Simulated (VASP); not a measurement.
Wanted: the native input for a VASP 6.6.1 run.

```
Task                   : relaxation of cell and atoms
Functional             : PBE
Potentials or basis    : VASP PAW PBE potentials, release 64 (Ag, W_sv)
Cutoff                 : 600 eV
k mesh                 : 6 × 6 × 4
Occupations            : gaussian, width 0.1 eV
Spin                   : no spin polarisation
Dipole correction      : no
Further INCAR settings : ALGO = Fast; EDIFF = 1e-07; IBRION = 2; EDIFFG = -0.04; NSW = 90; ISIF = 3
```

The structure of AgW lies in POSCAR:

```
AgW
1.0
    5.2622629671      0.0000000000      0.0000000000
   -2.6311314835      4.5572534109      0.0000000000
    0.0000000000      0.0000000000      4.2456894393
Ag W
3 3
Direct
    0.5000000000      0.0000000000      0.0000000000
    0.5000000000      0.5000000000      0.0000000000
    0.0000000000      0.5000000000      0.0000000000
    0.0000000000      0.0000000000      0.0000000000
    0.3333333333      0.6666666667      0.5000000000
    0.6666666667      0.3333333333      0.5000000000
```

One way to write it, as run:

INCAR

```
ALGO = Fast
EDIFF = 1E-7
EDIFFG = -0.04
ENCUT = 600
GGA = PE
IBRION = 2
ISIF = 3
ISMEAR = 0
LASPH = T
LCHARG = F
LREAL = F
LWAVE = F
NELM = 100
NSW = 90
PREC = Accurate
SIGMA = 0.1
```

KPOINTS

```
k-points
0
Gamma
  6 6 4
```

Potentials or basis: VASP PAW PBE potentials, release 64 (Ag, W_sv).

The run is started by

```bash
$ cat potpaw_PBE.64/Ag/POTCAR potpaw_PBE.64/W_sv/POTCAR > POTCAR
$ mpirun -np 1 vasp_std > vasp.out
```

It gave:

```
Relaxed volume                        : 19.28 Å³/atom
Relaxed cell                          : a = 5.363 Å, b = 5.363 Å, c = 4.643 Å, α = 90.00°, β = 90.00°, γ = 120.00°
Space group after relaxing (to 0.1 Å) : P6/mmm (No. 191)
Energy gained by relaxing             : 207.9 meV/atom
Ionic steps                           : 9
Pressure after relaxing               : 0.0 GPa
Band gap on the k mesh                : zero (an odd number of electrons rules out a gap without spin polarisation)
```

Caveat: the k points lie up to 0.34 Å⁻¹ apart in the final cell, too coarse for converged energies and pressures of a metal; spin-orbit coupling is left out, which moves the levels of the heavy elements.

Wall time 8.9 min on 1 thread of Intel(R) Xeon(R) 6975P-C (Granite Rapids) (shared host), peak memory 0.3 GiB.
